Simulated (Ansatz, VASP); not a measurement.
## Two plane-wave programs on SnO

```
CELL_PARAMETERS angstrom
3.82016 0.00000 0.00000
0.00000 3.82016 0.00000
0.00000 0.00000 22.22608
ATOMIC_POSITIONS crystal
Sn 0.75000 0.25000 0.20246
Sn 0.25000 0.75000 0.30878
Sn 0.50000 0.12500 0.48875
Sn 0.00000 0.62500 0.59507
O 0.25000 0.25000 0.25562
O 0.75000 0.75000 0.25562
O 0.00000 0.12500 0.54191
O 0.50000 0.62500 0.54191
```

Alike in both runs: task single point; functional PBE; dispersion D3(BJ); k mesh 7 × 7 × 1; occupations gaussian, width 0.05 eV; no spin polarisation.

|  | VASP | Ansatz |
| --- | --- | --- |
| version | VASP 6.6.1 | Ansatz 0.2.0 |
| potentials or method | VASP PAW PBE potentials, release 64 (Sn_d, O), cutoff 520 eV | scalar-relativistic, plane waves, PAW |
| valence electrons in the cell | 80 | 80 |

```tsv
	VASP	Ansatz	Ansatz less VASP
gap on the k mesh at the Fermi level (eV)	2.51	2.52	+0.009
least direct gap on the mesh (eV)	2.53	2.58	+0.044
rms of the force components (eV/Å)	0.049	0.020	-0.0290
```
